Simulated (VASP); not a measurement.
Wanted: the native input for a VASP 6.6.1 run.

```yaml
Task: relaxation of cell and atoms
Functional: LDA
Potentials_or_basis: VASP PAW LDA potentials, release 64 (In_d, P)
Cutoff: 600 eV
k_mesh: 8 × 8 × 8
Occupations: fermi-dirac, width 0.05 eV
Spin: no spin polarisation
Target_pressure: 5 GPa
Dipole_correction: no
Further_INCAR_settings: ALGO = Normal; EDIFF = 1e-06; IBRION = 2; EDIFFG = -0.005; NSW = 80; ISIF = 3
```

The structure of InP lies in POSCAR:

```
InP
1.0
    0.0000000000      2.9305000000      2.9305000000
    2.9305000000      0.0000000000      2.9305000000
    2.9305000000      2.9305000000      0.0000000000
In P
1 1
Direct
    0.0000000000      0.0000000000      0.0000000000
    0.7500000000      0.7500000000      0.7500000000
```

These files were run (other wordings do the same):

INCAR

```
PREC = Accurate
ENCUT = 600
EDIFF = 1E-6
ISMEAR = -1
SIGMA = 0.05
LREAL = False
LASPH = True
NELM = 80
ALGO = Normal
ISIF = 3
LWAVE = False
LCHARG = False
GGA = CA
IBRION = 2
NSW = 80
EDIFFG = -0.005
PSTRESS = 50.0
```

KPOINTS

```
Automatic mesh
0
Gamma
  8 8 8
```

Potentials or basis: VASP PAW LDA potentials, release 64 (In_d, P).

Command:

```bash
$ cat potpaw_LDA.64/In_d/POTCAR potpaw_LDA.64/P/POTCAR > POTCAR
$ mpirun -np 1 vasp_std > vasp.out
```

It gave:

* Relaxed volume: 23.28 Å³/atom
* Relaxed cell: a = 4.038 Å, b = 4.038 Å, c = 4.038 Å, α = 60.00°, β = 60.00°, γ = 60.00°
* Space group after relaxing (to 0.05 Å): F-43m (No. 216)
* Energy change on relaxing (the enthalpy is what falls): +20.1 meV/atom
* Ionic steps: 6
* Pressure after relaxing: 5.0 GPa
* Band gap on the k mesh: 0.93 eV, direct

Caveat: the cell is relaxed towards a set pressure, so the enthalpy falls and the energy may rise; spin-orbit coupling is left out, which moves the levels of the heavy elements.

It took 66 s on 1 thread of Intel(R) Xeon(R) Platinum 8488C (Sapphire Rapids), with other jobs on the host, peak memory 0.19 GiB.
